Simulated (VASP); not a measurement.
# H (Fmmm) in VASP: further runs

The runs below take H through single point, with PBE.

Everything below comes from runs of VASP 6.6.1. Logs are shortened: lines on timing, memory, paths and dates and some standing lists are left out, and cuts for length are marked.

## 1. The cell of the first run

Symmetry: Fmmm, No. 69, orthorhombic system. The conventional cell has a = 4.571 Å, b = 5.220 Å, c = 5.273 Å, α = 90.00°, β = 90.00°, γ = 90.00°. H (site symmetry 2mm) has 1 H at 0.75 Å within 1.0 Å.

## 2. Single point, PBE (strain -0.0100 x Voigt [0, 0, 0, 0, 0, 1])

INCAR

```
SYSTEM = H
PREC = Accurate
ENCUT = 520
EDIFF = 1E-6
ISMEAR = 0
SIGMA = 0.05
LREAL = .FALSE.
LASPH = .TRUE.
NELM = 60
ALGO = Normal
ISIF = 2
LWAVE = .FALSE.
LCHARG = .FALSE.
GGA = PE
NBANDS = 8
```

KPOINTS

```
Automatic mesh
0
G
  8 8 8
  0 0 0
```

POSCAR

```
H
1.0
   -1.8641419760      1.8641419760      2.2855640979
    1.8641419760     -1.8641419760      2.2855640979
    1.8455932996      1.8455932996     -2.2855640979
H
2
Direct
    0.9178910720      0.9178910720      0.0000000000
    0.0821089280      0.0821089280      0.0000000000
```

Potentials or basis: VASP PAW PBE potentials, release 64 (H).

Started as:

```bash
> cat potpaw_PBE.64/H/POTCAR > POTCAR
> mpirun -np 1 vasp_std > vasp.out
```

OUTCAR:

```text
SYSTEM = H
   PREC = Accurate
   ENCUT = 520
   EDIFF = 1E-6
   ISMEAR = 0
   LREAL = .FALSE.
   LASPH = .TRUE.
   NELM = 60
   ISIF = 2
   GGA = PE

 ion  position               nearest neighbor table
   1  0.918  0.918  0.000-   2 0.75
   2  0.082  0.082  0.000-   1 0.75

  LATTYP: Found a face centered orthorhombic cell.
 ALAT       =     4.5711281958
 B/A-ratio  =     1.1419776314
 C/A-ratio  =     1.1534547935

  Lattice vectors:

 A1 = (  -0.0185486764,   3.7097352756,   0.0000000000)
 A2 = (  -1.8641419760,   1.8641419760,   2.2855640979)
 A3 = (   1.8455932996,   1.8455932996,   2.2855640979)

Analysis of symmetry for initial positions (statically):
=====================================================================
 Subroutine PRICEL returns:
 Original cell was already a primitive cell.

 Routine SETGRP: Setting up the symmetry group for a
 face centered orthorhombic supercell.

 Subroutine GETGRP returns: Found  8 space group operations
 (whereof  8 operations were pure point group operations)
 out of a pool of  8 trial point group operations.

The static configuration has the point symmetry D_2h.

Analysis of symmetry for dynamics (positions and initial velocities):
=====================================================================
 Subroutine PRICEL returns:
 Original cell was already a primitive cell.

 Routine SETGRP: Setting up the symmetry group for a
 face centered orthorhombic supercell.

 Subroutine GETGRP returns: Found  8 space group operations
 (whereof  8 operations were pure point group operations)
 out of a pool of  8 trial point group operations.

The dynamic configuration has the point symmetry D_2h.

 Subroutine INISYM returns: Found  8 space group operations
 (whereof  8 operations are pure point group operations),
 and found     1 'primitive' translations

----------------------------------------------------------------------------------------

                                     Primitive cell

  volume of cell :      31.4535

  direct lattice vectors                    reciprocal lattice vectors
    -1.864141976  1.864141976  2.285564098     0.001347839  0.269567753  0.218764374
     1.864141976 -1.864141976  2.285564098     0.269567753  0.001347839  0.218764374
     1.845593300  1.845593300 -2.285564098     0.270915591  0.270915591  0.000000000

  length of vectors
     3.489105023  3.489105023  3.469327384     0.347169183  0.347169183  0.383132503

  position of ions in fractional coordinates (direct lattice)
     0.917891072  0.917891072  0.000000000
     0.082108928  0.082108928  0.000000000

  ion indices of the primitive-cell ions
   primitive index   ion index
                 1           1
                 2           2

----------------------------------------------------------------------------------------

 KPOINTS: Automatic mesh

Automatic generation of k-mesh.
 Grid dimensions read from file:
 generate k-points for:    8    8    8

 Generating k-lattice:

  Cartesian coordinates                     Fractional coordinates (reciprocal lattice)
     0.000168480  0.033695969  0.027345547     0.125000000 -0.000000000  0.000000000
     0.033695969  0.000168480  0.027345547    -0.000000000  0.125000000  0.000000000
     0.033864449  0.033864449  0.000000000     0.000000000  0.000000000  0.125000000

  Length of vectors
     0.043396148  0.043396148  0.047891563

  Shift w.r.t. Gamma in fractional coordinates (k-lattice)
     0.000000000  0.000000000  0.000000000

 Subroutine IBZKPT returns following result:
 ===========================================

 Found     95 irreducible k-points:

 Following reciprocal coordinates:
            Coordinates               Weight
  0.000000  0.000000  0.000000      1.000000
  0.125000  0.000000 -0.000000      8.000000
  0.250000  0.000000 -0.000000      8.000000
  0.375000  0.000000 -0.000000      8.000000
  0.500000  0.000000 -0.000000      4.000000
  0.125000  0.125000 -0.000000      4.000000
[... 16 lines left out ...]
  0.125000  0.000000  0.125000      8.000000
  0.250000  0.000000  0.125000      8.000000
 [... further k-points ...]
   k-points           NKPTS =     95   k-points in BZ     NKDIM =     95   number of bands    NBANDS=      8
   number of dos      NEDOS =    301   number of ions     NIONS =      2
   total plane-waves  NPLWV =  21952
   dimension x,y,z NGX =    28 NGY =   28 NGZ =   28
   dimension x,y,z NGXF=    56 NGYF=   56 NGZF=   56
   ions per type =               2
   NGX,Y,Z   is equivalent  to a cutoff of  13.34, 13.34, 13.42 a.u.
   NGXF,Y,Z  is equivalent  to a cutoff of  26.68, 26.68, 26.83 a.u.
 SYSTEM =  H
   PREC   = accura    normal or accurate (medium, high low for compatibility)
   ISTART =      0    job   : 0-new  1-cont  2-samecut
   ICHARG =      2    charge: 1-file 2-atom 10-const
   ISPIN  =      1    spin polarized calculation?
   LNONCOLLINEAR =      F non collinear calculations
   LSORBIT =      F    spin-orbit coupling
   LASPH  =      T    aspherical Exc in radial PAW
   ENCUT  =  520.0 eV  38.22 Ry    6.18 a.u.   6.49  6.49  6.45*2*pi/ulx,y,z
   NELM   =     60;   NELMIN=  2; NELMDL= -5     # of ELM steps
   EDIFF  = 0.1E-05   stopping-criterion for ELM
   LREAL  =      F    real-space projection
   EDIFFG = 0.1E-04   stopping-criterion for IOM
   NSW    =      0    number of steps for IOM
   IBRION =     -1    ionic relax: 0-MD 1-quasi-New 2-CG
   NFREE  =      0    steps in history (QN), initial steepest desc. (CG)
   ISIF   =      2    stress and relaxation
   ISYM   =      2    0-nonsym 1-usesym 2-fastsym
   POTIM  = 0.5000    time-step for ionic-motion
   TEBEG  =    0.0;   TEEND  =   0.0 temperature during run
   PSTRESS=    0.0 pullay stress
   NELECT =       2.0000    total number of electrons
   NUPDOWN=      -1.0000    fix difference up-down
   EMIN   =  10.00;   EMAX   =-10.00  energy-range for DOS
   EFERMI =   0.00;   METHOD = LEGACY
   ISMEAR =     0;   SIGMA  =   0.05  broadening in eV -4-tet -1-fermi 0-gaus
   EFERMI_NEDOS =   21; number of points for ismear=-14 and -15
   IALGO  =     38    algorithm
   IMIX   =      4    mixing-type and parameters
     AMIX     =   0.40;   BMIX     =  1.00
     AMIX_MAG =   1.60;   BMIX_MAG =  1.00
  volume/ion in A,a.u.               =      15.73       106.13
  Fermi-wavevector in a.u.,A,eV,Ry     =   0.653424  1.234793  5.809191  0.426963
  Thomas-Fermi vector in A             =   1.723660
   LORBIT       =      0    0 simple, 1 ext, 2 COOP (PROOUT), +10 PAW based schemes
   GGA     = PE    functional components
   LHFCALC =     F    Hartree Fock is set to
   AEXX    =    0.0000 exact exchange contribution
   IVDW    =     0    specifies the selected vdW correction
   LEPSILON=     F    determine dielectric tensor
   LRPA    =     F    only Hartree local field effects (RPA)
 non-spin polarized calculation
 Gauss-broadening in eV      SIGMA  =   0.05
  energy-cutoff  :      520.00
  volume of cell :       31.45
 maximum number of plane-waves:       864
 NGX is ok and might be reduce to    28
   NGX = 13   NGY = 13   NGZ = 13

 number of electron       2.0000000 magnetization

 Free energy of the ion-electron system (eV)
  ---------------------------------------------------
  ext. energy  EPLUGINS =         0.00000000
  ---------------------------------------------------
  free energy    TOTEN  =        -6.78984080 eV

  energy without entropy =       -6.78984080  energy(sigma->0) =       -6.78984080

 E-fermi :  -8.5638     XC(G=0):  -4.6578

 val. band max:       -8.8274496145   @ k =   0.5000   0.5000   0.5000
 cond. band min:       0.4478517345   @ k =   0.5000   0.0000  -0.0000
 fundamental gap:      9.2753013491
 Fermi energy:        -8.5637540790

 k-point     1 :       0.0000    0.0000    0.0000
  band No.  band energies     occupation
      1     -10.2394      2.00000
      2       3.2985      0.00000
      3       6.8713      0.00000
      4      12.2264      0.00000
      5      12.2575      0.00000
      6      14.2137      0.00000
      7      14.2513      0.00000
      8      15.4087      0.00000

 k-point     2 :       0.1250    0.0000   -0.0000
  band No.  band energies     occupation
      1     -10.1197      2.00000
      2       2.8131      0.00000
      3       7.0373      0.00000
      4      10.9419      0.00000
      5      11.4590      0.00000
      6      14.3870      0.00000
      7      14.7703      0.00000
      8      15.2783      0.00000

 k-point     3 :       0.2500    0.0000   -0.0000
  band No.  band energies     occupation
      1      -9.8091      2.00000
      2       1.7860      0.00000
      3       7.1621      0.00000
      4       9.1803      0.00000
      5      10.5162      0.00000
      6      13.6982      0.00000
      7      14.4774      0.00000
      8      15.8152      0.00000

 k-point     4 :       0.3750    0.0000   -0.0000
  band No.  band energies     occupation
      1      -9.4605      2.00000
      2       0.8364      0.00000
      3       6.8762      0.00000
      4       8.4137      0.00000
      5       9.9422      0.00000
      6      12.7299      0.00000
      7      14.0320      0.00000
      8      15.5072      0.00000

 k-point     5 :       0.5000    0.0000   -0.0000
  band No.  band energies     occupation
      1      -9.3020      2.00000
      2       0.4479      0.00000
      3       6.6484      0.00000
      4       8.2887      0.00000
      5       9.7559      0.00000
      6      12.3858      0.00000
      7      14.3380      0.00000
      8      14.5133      0.00000

 k-point     6 :       0.1250    0.1250   -0.0000
  band No.  band energies     occupation
      1      -9.9187      2.00000
      2       2.0523      0.00000
      3       7.7977      0.00000
      4       8.7856      0.00000
      5      11.0090      0.00000
      6      14.1057      0.00000
      7      14.3800      0.00000
      8      15.7677      0.00000

 k-point     7 :       0.2500    0.1250   -0.0000
  band No.  band energies     occupation
      1      -9.5878      2.00000
      2       1.2319      0.00000
      3       6.8645      0.00000
      4       8.1657      0.00000
      5      10.4825      0.00000
      6      13.2089      0.00000
      7      15.0535      0.00000
      8      16.0823      0.00000
[... 133 lines left out ...]
 k-point    20 :      -0.3750    0.3750    0.0000
  band No.  band energies     occupation
      1      -9.3565      2.00000
      2       2.0256      0.00000
      3       4.7661      0.00000
      4       7.1434      0.00000
      5       8.9227      0.00000
      6       9.9274      0.00000
      7      16.9878      0.00000
      8      20.0000      0.00000

 k-point    21 :       0.5000    0.5000   -0.0000
  band No.  band energies     occupation
      1      -9.1817      2.00000
      2       1.8997      0.00000
      3       4.5173      0.00000
      4       6.2675      0.00000
      5       8.6132      0.00000
      6       9.5938      0.00000
      7      18.1682      0.00000
      8      21.4379      0.00000

 k-point    22 :       0.0000    0.0000    0.1250
  band No.  band energies     occupation
      1     -10.0976      2.00000
      2       3.0089      0.00000
      3       6.3483      0.00000
      4      11.1790      0.00000
      5      12.4714      0.00000
      6      12.5334      0.00000
      7      14.1672      0.00000
      8      15.2853      0.00000

 k-point    23 :       0.1250    0.0000    0.1250
  band No.  band energies     occupation
      1      -9.8652      2.00000
      2       2.3668      0.00000
      3       6.0904      0.00000
      4       9.4848      0.00000
      5      11.3649      0.00000
      6      13.1320      0.00000
      7      13.3428      0.00000
      8      15.8672      0.00000

 k-point    24 :       0.2500    0.0000    0.1250
  band No.  band energies     occupation
      1      -9.5285      2.00000
      2       1.4215      0.00000
      3       5.8315      0.00000
      4       8.2724      0.00000
      5      10.3938      0.00000
      6      12.4688      0.00000
      7      15.0142      0.00000
      8      15.5235      0.00000

 [... further k-points ...]
[... 5 lines left out ...]
  --------------------------------------------------------------------------------------
  -------------------------------------------------------------------------------------
  Total       -0.0251571     -0.0251571     -0.0374010      0.0004324      0.0000000      0.0000000
  in kB       -1.2814533     -1.2814533     -1.9051322      0.0220248      0.0000000      0.0000000
  external PRESSURE =      -1.4893463 kB  Pullay stress =       0.0000000 kB

 VOLUME and BASIS-vectors are now :
 -----------------------------------------------------------------------------
  energy-cutoff  :      520.00
  volume of cell :       31.45
      direct lattice vectors                 reciprocal lattice vectors
    -1.864141976  1.864141976  2.285564098     0.001347839  0.269567753  0.218764374
     1.864141976 -1.864141976  2.285564098     0.269567753  0.001347839  0.218764374
     1.845593300  1.845593300 -2.285564098     0.270915591  0.270915591  0.000000000

 POSITION                                       TOTAL-FORCE (eV/Angst)
 -----------------------------------------------------------------------------------
      0.00000      0.00000      4.19580         0.000000      0.000000      0.008944
      0.00000      0.00000      0.37533        -0.000000     -0.000000     -0.008944
 -----------------------------------------------------------------------------------
    total drift:                                0.000000      0.000000     -0.000000

  FREE ENERGIE OF THE ION-ELECTRON SYSTEM (eV)
  ---------------------------------------------------
  free  energy   TOTEN  =        -6.7898408021 eV

  energy  without entropy=       -6.7898408021  energy(sigma->0) =       -6.78984080
```

Run time: 34 s. Hardware: 1 thread of AMD EPYC 7R43 (Zen 3), shared host; peak memory 0.1 GiB.

What came out:

* Free energy: -6.7898 eV
* Pressure: -0.1 GPa
* Largest force: 0.009 eV/Å
* Band gap on the k mesh: 9.28 eV, indirect (least direct gap 9.75 eV)

Forces in eV/Å, atoms in the order of the input:
```
H    0.000  0.000  0.009
H    0.000  0.000 -0.009
```

Levels at points of the mesh, in eV from the valence-band top:
```
           k point  band 1  band 2  band 3  band 4  band 5  band 6
(0.00, 0.00, 0.00)   -1.41   12.13   15.70   21.05   21.08   23.04
(0.50, 0.00, 0.00)   -0.47    9.28   15.48   17.12   18.58   21.21
(0.50, 0.50, 0.00)   -0.35   10.73   13.34   15.09   17.44   18.42
(0.00, 0.00, 0.50)   -0.33   10.81   13.25   15.09   17.36   18.33
(0.50, 0.50, 0.50)    0.00   10.13   14.81   15.23   15.27   17.28
```

Caveat: the cell differs from its parent crystal (strain -0.0100 x Voigt [0, 0, 0, 0, 0, 1]). A k mesh can miss the band edges.

(Continued in part 2 of 2.)
